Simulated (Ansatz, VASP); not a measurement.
## Two plane-wave programs on Si2W

The input POSCAR:

```
Si2W
1.0
    3.2112931008      0.0000000000      0.0000000000
    0.0000000000      3.2112931008      0.0000000000
    0.0000000000      0.0000000000     25.3828727967
Si W
6 3
Direct
    0.0000000000      0.0000000000      0.2954748290
    0.0000000000      0.0000000000      0.3970494862
    0.5000000000      0.5000000000      0.4492126714
    0.5000000000      0.5000000000      0.5507873286
    0.0000000000      0.0000000000      0.6029505138
    0.0000000000      0.0000000000      0.7045251710
    0.5000000000      0.5000000000      0.3462621576
    0.0000000000      0.0000000000      0.5000000000
    0.5000000000      0.5000000000      0.6537378424
```

File INCAR.step1:

```
ALGO = Normal
DIPOL = 0.5 0.5 0.500
EDIFF = 1E-4
ENCUT = 520
GGA = PE
IDIPOL = 3
ISMEAR = 0
LASPH = True
LCHARG = False
LDIPOL = True
LREAL = False
LWAVE = True
NBANDS = 43
NELM = 60
PREC = Accurate
SIGMA = 0.1
```

File INCAR.step2:

```
ALGO = Normal
DIPOL = 0.5 0.5 0.500
EDIFF = 1E-6
ENCUT = 520
IDIPOL = 3
ISIF = 2
ISMEAR = 0
ISTART = 1
LASPH = True
LCHARG = False
LDIPOL = True
LMIXTAU = True
LREAL = False
LWAVE = False
METAGGA = R2SCAN
NBANDS = 43
NELM = 60
PREC = Accurate
SIGMA = 0.1
```

The input KPOINTS:

```
k-points
0
Gamma
  11 11 1
```

Input for Ansatz:

```yaml
crystal:
  lattice:
    - [3.2112931008, 0.0, 0.0]
    - [0.0, 3.2112931008, 0.0]
    - [0.0, 0.0, 25.3828727967]
  atoms:
    - { symbol: Si, position: [0.0, 0.0, 0.295474829] }
    - { symbol: W, position: [0.5, 0.5, 0.3462621576] }
    - { symbol: Si, position: [0.0, 0.0, 0.3970494862] }
    - { symbol: Si, position: [0.5, 0.5, 0.4492126714] }
    - { symbol: W, position: [0.0, 0.0, 0.5] }
    - { symbol: Si, position: [0.5, 0.5, 0.5507873286] }
    - { symbol: Si, position: [0.0, 0.0, 0.6029505138] }
    - { symbol: W, position: [0.5, 0.5, 0.6537378424] }
    - { symbol: Si, position: [0.0, 0.0, 0.704525171] }
basis:
  ecutwfc: 500
kpoints:
  mp_grid: { grid: [11, 11, 1] }
hamiltonian:
  xc: r2scan
scf:
  occupations: { method: gaussian, width: 0.1 }
output:
  forces: true
  stress: true
  eigenvalues: true
  write_density: true
  write_potential: true
  elf: true
  volumetric_format: npy
efield:
  axis: 3
  dipole_correction: true
  ramp_width: 0.04
```

Alike in both runs: task single point; functional r2SCAN; k mesh 11 × 11 × 1; occupations gaussian, width 0.1 eV; no spin polarisation.

```csv
,VASP,Ansatz
version,VASP 6.6.1,Ansatz 0.2.0
potentials or method,"VASP PAW PBE potentials, release 64 (Si, W_sv), cutoff 520 eV","scalar-relativistic, plane waves, PAW"
valence electrons in the cell,66,66
```

```tsv
	VASP	Ansatz	Ansatz less VASP
gap on the k mesh at the Fermi level (eV)	none	none	-
rms of the force components (eV/Å)	0.194	0.194	+0.0004
```

VASP's potentials were made for PBE, not for r2SCAN. A gap of «none» marks a metal or a gap that the smearing closes. Ansatz's warnings: xc potential rough in thin density.

Spin-orbit coupling is off throughout.
